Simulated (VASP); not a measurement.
# SiC (Cmc2_1) in VASP: single point with r2SCAN

Aim: the single point of SiC with r2SCAN.

All numbers are computed with VASP 6.6.1; they aren't measurements. Logs are shortened: lines on timing, memory, paths and dates and some standing lists are left out, and cuts for length are marked.

## 1. The cell of the first run

It takes space group Cmc2_1 (No. 36, orthorhombic). The conventional cell has a = 3.075 Å, b = 21.306 Å, c = 5.048 Å, α = 90.00°, β = 90.00°, γ = 90.00°. Si (site symmetry m) has 4 C at 1.88 to 1.90 Å within 2.5 Å. Within 2.5 Å of Si (site symmetry m) lie 5 C at 1.88 to 2.43 Å. Within 2.5 Å of Si (site symmetry m) lie 4 C at 1.88 to 1.90 Å. Within 2.5 Å of Si (site symmetry m) lie 4 C at 1.88 to 1.90 Å. Within 2.5 Å of C (site symmetry m) lie 4 Si at 1.88 to 1.90 Å. Within 2.5 Å of C (site symmetry m) lie 5 Si at 1.88 to 2.43 Å. C (site symmetry m) has 4 Si at 1.88 to 1.90 Å within 2.5 Å. C (site symmetry m) has 4 Si at 1.88 to 1.90 Å within 2.5 Å.

## 2. Single point, r2SCAN

POSCAR

```
SiC
1.0
    1.5375975033     -2.6631969973      0.0000000000
    0.0000000000      0.0000000000     -5.0481668562
    9.9943837715      3.9947954960      0.0000000000
Si C
8 8
Direct
    0.0833333333      0.9953971175      0.8333333333
   -0.0416666666      0.9953971175      0.0833333333
    0.3333333334      0.9953971175      0.3333333333
   -0.2916666666      0.9953971175      0.5833333333
    0.5416666667      0.4953971175      0.9166666667
    0.4166666666      0.4953971175      0.1666666667
    0.7916666667      0.4953971175      0.4166666667
    0.1666666666      0.4953971175      0.6666666667
    0.0833333333      0.6196028825      0.8333333333
   -0.0416666666      0.6196028825      0.0833333333
    0.3333333334      0.6196028825      0.3333333333
   -0.2916666666      0.6196028825      0.5833333333
    0.5416666667      0.1196028825      0.9166666667
    0.4166666666      0.1196028825      0.1666666667
    0.7916666667      0.1196028825      0.4166666667
    0.1666666666      0.1196028825      0.6666666667
```

INCAR.step1

```
SYSTEM = SiC
PREC = Accurate
ENCUT = 520
ISMEAR = 0
SIGMA = 0.05
LREAL = Auto
LASPH = .TRUE.
NELM = 60
NBANDS = 46
ISYM = 0
GGA = PE
ALGO = Normal
EDIFF = 1E-4
LWAVE = .TRUE.
LCHARG = .FALSE.
```

INCAR.step2

```
SYSTEM = SiC
PREC = Accurate
ENCUT = 520
EDIFF = 1E-6
ISMEAR = 0
SIGMA = 0.05
LREAL = Auto
LASPH = .TRUE.
NELM = 60
ALGO = Normal
ISIF = 2
LWAVE = .FALSE.
LCHARG = .FALSE.
METAGGA = R2SCAN
LMIXTAU = .TRUE.
NBANDS = 46
ISYM = 0
ISTART = 1
```

KPOINTS

```
regular mesh
0
G
  7 5 2
  0 0 0
```

Potentials or basis: VASP PAW PBE potentials, release 64 (Si, C).

The run is started by

```bash
$ cat potpaw_PBE.64/Si/POTCAR potpaw_PBE.64/C/POTCAR > POTCAR
$ cp INCAR.step1 INCAR
$ mpirun -np 1 vasp_std > vasp.out
$ cp INCAR.step2 INCAR
$ mpirun -np 1 vasp_std > vasp.out
```

OUTCAR:

```text
SYSTEM = SiC
   PREC = Accurate
   ENCUT = 520
   EDIFF = 1E-6
   ISMEAR = 0
   LREAL = Auto
   LASPH = .TRUE.
   NELM = 60
   ISIF = 2
   METAGGA = R2SCAN
   ISYM = 0
   ISTART = 1

 ion  position               nearest neighbor table
   1  0.083  0.995  0.833-  16 1.88  13 1.88  13 1.88   9 1.90   2 2.66   4 3.08   4 3.08   8 3.09
                             8 3.09   5 3.09   5 3.09   5 3.09   5 3.09
   2  0.958  0.995  0.083-  14 1.88  14 1.88  10 1.90  13 2.43  13 2.43   1 2.66   3 3.08   3 3.08
                             6 3.09   6 3.09   6 3.09   6 3.09
   3  0.333  0.995  0.333-  14 1.88  15 1.88  15 1.88  11 1.90   4 3.08   2 3.08   4 3.08   2 3.08
                             6 3.09   6 3.09   7 3.09   7 3.09   7 3.09   7 3.09
   4  0.708  0.995  0.583-  15 1.88  16 1.88  16 1.88  12 1.90   1 3.08   3 3.08   3 3.08   1 3.08
                             7 3.09   7 3.09   8 3.09   8 3.09   8 3.09   8 3.09
   5  0.542  0.495  0.917-   9 1.88   9 1.88  13 1.90  10 2.43  10 2.43   6 2.66   8 3.08   8 3.08
                             1 3.09   1 3.09   1 3.09   1 3.09
   6  0.417  0.495  0.167-  11 1.88  10 1.88  10 1.88  14 1.90   5 2.66   7 3.08   7 3.08   3 3.09
                             3 3.09   2 3.09   2 3.09   2 3.09   2 3.09
   7  0.792  0.495  0.417-  12 1.88  11 1.88  11 1.88  15 1.90   6 3.08   8 3.08   8 3.08   6 3.08
                             4 3.09   4 3.09   3 3.09   3 3.09   3 3.09   3 3.09
   8  0.167  0.495  0.667-   9 1.88  12 1.88  12 1.88  16 1.90   5 3.08   7 3.08   7 3.08   5 3.08
                             1 3.09   1 3.09   4 3.09   4 3.09   4 3.09   4 3.09
   9  0.083  0.620  0.833-   8 1.88   5 1.88   5 1.88   1 1.90
  10  0.958  0.620  0.083-   6 1.88   6 1.88   2 1.90   5 2.43   5 2.43
  11  0.333  0.620  0.333-   6 1.88   7 1.88   7 1.88   3 1.90
  12  0.708  0.620  0.583-   7 1.88   8 1.88   8 1.88   4 1.90
  13  0.542  0.120  0.917-   1 1.88   1 1.88   5 1.90   2 2.43   2 2.43
  14  0.417  0.120  0.167-   3 1.88   2 1.88   2 1.88   6 1.90
  15  0.792  0.120  0.417-   4 1.88   3 1.88   3 1.88   7 1.90
  16  0.167  0.120  0.667-   1 1.88   4 1.88   4 1.88   8 1.90

IMPORTANT INFORMATION: All symmetrisations will be switched off!
NOSYMM: (Re-)initialisation of all symmetry stuff for point group C_1.

----------------------------------------------------------------------------------------

                                     Primitive cell

  volume of cell :     165.3749

  direct lattice vectors                    reciprocal lattice vectors
     1.537597503 -2.663196997  0.000000000     0.121943486 -0.305084453  0.000000000
     0.000000000  0.000000000 -5.048166856     0.000000000  0.000000000 -0.198091709
     9.994383772  3.994795496  0.000000000     0.081295657  0.046936070  0.000000000

  length of vectors
     3.075195007  5.048166856 10.763182523     0.328552488  0.198091709  0.093872139

  position of ions in fractional coordinates (direct lattice)
     0.083333333  0.995397117  0.833333333
     0.958333333  0.995397117  0.083333333
     0.333333333  0.995397117  0.333333333
     0.708333333  0.995397117  0.583333333
     0.541666667  0.495397117  0.916666667
     0.416666667  0.495397117  0.166666667
[... 8 lines left out ...]
     0.791666667  0.119602882  0.416666667
     0.166666667  0.119602882  0.666666667

  ion indices of the primitive-cell ions
   primitive index   ion index
                 1           1
                 2           2
                 3           3
                 4           4
                 5           5
                 6           6
[... 8 lines left out ...]
                15          15
                16          16

----------------------------------------------------------------------------------------

 KPOINTS: regular mesh

Automatic generation of k-mesh.
 Grid dimensions read from file:
 generate k-points for:    7    5    2

 Generating k-lattice:

  Cartesian coordinates                     Fractional coordinates (reciprocal lattice)
     0.017420498 -0.043583493  0.000000000     0.142857143  0.000000000 -0.000000000
     0.000000000  0.000000000 -0.039618342     0.000000000  0.200000000  0.000000000
     0.040647829  0.023468035  0.000000000    -0.000000000  0.000000000  0.500000000

  Length of vectors
     0.046936070  0.039618342  0.046936070

  Shift w.r.t. Gamma in fractional coordinates (k-lattice)
     0.000000000  0.000000000  0.000000000

 WARNING: IBZKPT: internal override: KBLOWUP is changed to .FALSE.
      ... skipping the blow-up phase ...

 Subroutine IBZKPT returns following result:
 ===========================================

 Found     36 irreducible k-points:

 Following reciprocal coordinates:
            Coordinates               Weight
  0.000000  0.000000  0.000000      1.000000
  0.142857  0.000000  0.000000      2.000000
  0.285714  0.000000  0.000000      2.000000
  0.428571  0.000000  0.000000      2.000000
  0.000000  0.200000  0.000000      2.000000
  0.142857  0.200000  0.000000      2.000000
[... 16 lines left out ...]
 -0.000000  0.200000  0.500000      2.000000
  0.142857  0.200000  0.500000      2.000000
 [... further k-points ...]
   k-points           NKPTS =     36   k-points in BZ     NKDIM =     36   number of bands    NBANDS=     46
   number of dos      NEDOS =    301   number of ions     NIONS =     16
   total plane-waves  NPLWV =  76800
   dimension x,y,z NGX =    24 NGY =   40 NGZ =   80
   dimension x,y,z NGXF=    48 NGYF=   80 NGZF=  160
   ions per type =               8   8
   NGX,Y,Z   is equivalent  to a cutoff of  12.97, 13.17, 12.36 a.u.
   NGXF,Y,Z  is equivalent  to a cutoff of  25.95, 26.35, 24.71 a.u.
 SYSTEM =  SiC
   PREC   = accura    normal or accurate (medium, high low for compatibility)
   ISTART =      1    job   : 0-new  1-cont  2-samecut
   ICHARG =      0    charge: 1-file 2-atom 10-const
   ISPIN  =      1    spin polarized calculation?
   LNONCOLLINEAR =      F non collinear calculations
   LSORBIT =      F    spin-orbit coupling
   LASPH  =      T    aspherical Exc in radial PAW
   ENCUT  =  520.0 eV  38.22 Ry    6.18 a.u.   5.72  9.39 20.01*2*pi/ulx,y,z
   NELM   =     60;   NELMIN=  2; NELMDL=  0     # of ELM steps
   EDIFF  = 0.1E-05   stopping-criterion for ELM
   LREAL  =      T    real-space projection
   EDIFFG = 0.1E-04   stopping-criterion for IOM
   NSW    =      0    number of steps for IOM
   IBRION =     -1    ionic relax: 0-MD 1-quasi-New 2-CG
   NFREE  =      0    steps in history (QN), initial steepest desc. (CG)
   ISIF   =      2    stress and relaxation
   ISYM   =      0    0-nonsym 1-usesym 2-fastsym
   POTIM  = 0.5000    time-step for ionic-motion
   TEBEG  =    0.0;   TEEND  =   0.0 temperature during run
   PSTRESS=    0.0 pullay stress
   NELECT =      64.0000    total number of electrons
   NUPDOWN=      -1.0000    fix difference up-down
   EMIN   =  10.00;   EMAX   =-10.00  energy-range for DOS
   EFERMI =   0.00;   METHOD = LEGACY
   ISMEAR =     0;   SIGMA  =   0.05  broadening in eV -4-tet -1-fermi 0-gaus
   EFERMI_NEDOS =   21; number of points for ismear=-14 and -15
   IALGO  =     38    algorithm
   IMIX   =      4    mixing-type and parameters
     AMIX     =   0.40;   BMIX     =  1.00
     AMIX_MAG =   1.60;   BMIX_MAG =  1.00
  volume/ion in A,a.u.               =      10.34        69.75
  Fermi-wavevector in a.u.,A,eV,Ry     =   1.193012  2.254466 19.364879  1.423278
  Thomas-Fermi vector in A             =   2.329037
   LORBIT       =      0    0 simple, 1 ext, 2 COOP (PROOUT), +10 PAW based schemes
   METAGGA = R2SCAN    functional components
   LHFCALC =     F    Hartree Fock is set to
   AEXX    =    0.0000 exact exchange contribution
   IVDW    =     0    specifies the selected vdW correction
   LEPSILON=     F    determine dielectric tensor
   LRPA    =     F    only Hartree local field effects (RPA)
 non-spin polarized calculation
 Gauss-broadening in eV      SIGMA  =   0.05
  energy-cutoff  :      520.00
  volume of cell :      165.37
 maximum number of plane-waves:      4480
   NGX = 11   NGY = 19   NGZ = 41

 number of electron      63.9999999 magnetization

 Free energy of the ion-electron system (eV)
  ---------------------------------------------------
  ext. energy  EPLUGINS =         0.00000000
  ---------------------------------------------------
  free energy    TOTEN  =      -150.19880092 eV

  energy without entropy =     -150.19880092  energy(sigma->0) =     -150.19880092

 E-fermi :   8.9936     XC(G=0): -11.9859

 val. band max:        8.7719778056   @ k =   0.1429   0.0000   0.0000
 cond. band min:      10.0206329687   @ k =  -0.4286   0.4000   0.0000
 fundamental gap:      1.2486551631
 Fermi energy:         8.9935920805

 k-point     1 :       0.0000    0.0000    0.0000
  band No.  band energies     occupation
      1      -8.1812      2.00000
      2      -7.0753      2.00000
      3      -7.0505      2.00000
      4      -4.7845      2.00000
      5      -4.5390      2.00000
      6      -3.6481      2.00000
[... 36 lines left out ...]
     43      15.7402      0.00000
     44      15.8112      0.00000

 k-point     2 :       0.1429    0.0000    0.0000
  band No.  band energies     occupation
      1      -7.8972      2.00000
      2      -6.9436      2.00000
      3      -6.6392      2.00000
      4      -4.5733      2.00000
      5      -4.3050      2.00000
      6      -3.5496      2.00000
[... 36 lines left out ...]
     43      15.5173      0.00000
     44      15.9960      0.00000

 k-point     3 :       0.2857    0.0000    0.0000
  band No.  band energies     occupation
      1      -7.0645      2.00000
      2      -6.2990      2.00000
      3      -5.7203      2.00000
      4      -3.9897      2.00000
      5      -3.6972      2.00000
      6      -3.1829      2.00000
[... 976 lines left out ...]
     43      15.5133      0.00000
     44      15.7149      0.00000

 k-point    24 :       0.1429    0.2000    0.5000
  band No.  band energies     occupation
      1      -7.5133      2.00000
      2      -7.3112      2.00000
      3      -5.5683      2.00000
      4      -5.1570      2.00000
      5      -4.8466      2.00000
      6      -4.6642      2.00000
[... 36 lines left out ...]
     43      15.3874      0.00000
     44      15.7673      0.00000

 [... further k-points ...]

 [bands above 44 left out]

------------------------ aborting loop because EDIFF is reached ----------------------------------------

  FORCE on cell =-STRESS in cart. coord.  units (eV):
  Direction    XX          YY          ZZ          XY          YZ          ZX
  --------------------------------------------------------------------------------------
  -------------------------------------------------------------------------------------
  Total        3.9941254     -5.3016445     -4.5509171      8.0689668      0.0000006     -0.0000001
  in kB       38.6956938    -51.3631370    -44.0899758     78.1733751      0.0000057     -0.0000007
  external PRESSURE =     -18.9191397 kB  Pullay stress =       0.0000000 kB

 VOLUME and BASIS-vectors are now :
 -----------------------------------------------------------------------------
  energy-cutoff  :      520.00
  volume of cell :      165.37
      direct lattice vectors                 reciprocal lattice vectors
     1.537597503 -2.663196997  0.000000000     0.121943486 -0.305084453  0.000000000
     0.000000000  0.000000000 -5.048166856     0.000000000  0.000000000 -0.198091709
     9.994383772  3.994795496  0.000000000     0.081295657  0.046936070  0.000000000

 POSITION                                       TOTAL-FORCE (eV/Angst)
 -----------------------------------------------------------------------------------
      8.45679      3.10706     -5.02493        -0.402618     -0.233187      0.104310
      2.30640     -2.21933     -5.02493        -0.051916     -0.031048      0.377617
      3.84399      0.44387     -5.02493         0.237747      0.136360     -0.036599
      6.91919      0.44387     -5.02493        -0.011853     -0.008539      0.017880
      9.99438      2.21933     -2.50085         0.051916      0.031048      0.377617
      2.30640     -0.44387     -2.50085         0.402618      0.233187      0.104310
[... 8 lines left out ...]
      5.38159     -0.44387     -0.60378         0.032401      0.022124      0.009007
      6.91919      2.21933     -0.60378        -0.065113     -0.031931     -0.027715
 -----------------------------------------------------------------------------------
    total drift:                                0.000001      0.000000     -0.015269

  FREE ENERGIE OF THE ION-ELECTRON SYSTEM (eV)
  ---------------------------------------------------
  free  energy   TOTEN  =      -150.1988009226 eV

  energy  without entropy=     -150.1988009226  energy(sigma->0) =     -150.19880092
```

Wall time 6.1 min (1 thread of Intel Xeon Platinum 8481C at 2.70GHz (Sapphire Rapids), shared host); peak memory 0.37 GiB.

Results:

```
Free energy            : -150.1988 eV
Pressure               : -1.9 GPa
Largest force          : 1.100 eV/Å
Band gap on the k mesh : 1.25 eV, indirect (least direct gap 1.97 eV)
```

Forces on the atoms (eV/Å):
```
Si  -0.403 -0.233  0.104
Si  -0.052 -0.031  0.378
Si   0.238  0.136 -0.037
Si  -0.012 -0.009  0.018
Si   0.052  0.031  0.378
Si   0.403  0.233  0.104
Si   0.012  0.009  0.018
Si  -0.238 -0.136 -0.037
C   -0.936 -0.545 -0.194
C    0.133  0.073 -0.251
C    0.065  0.032 -0.028
C   -0.032 -0.022  0.009
C   -0.133 -0.073 -0.251
C    0.936  0.545 -0.194
C    0.032  0.022  0.009
C   -0.065 -0.032 -0.028
```

Stress tensor (GPa, compression positive):
```
 3.87  7.82  0.00
 7.82 -5.14  0.00
 0.00  0.00 -4.41
```

Caveat: the PAW data sets were made with another functional, which shifts forces and pressure a little. A k mesh can miss the band edges.
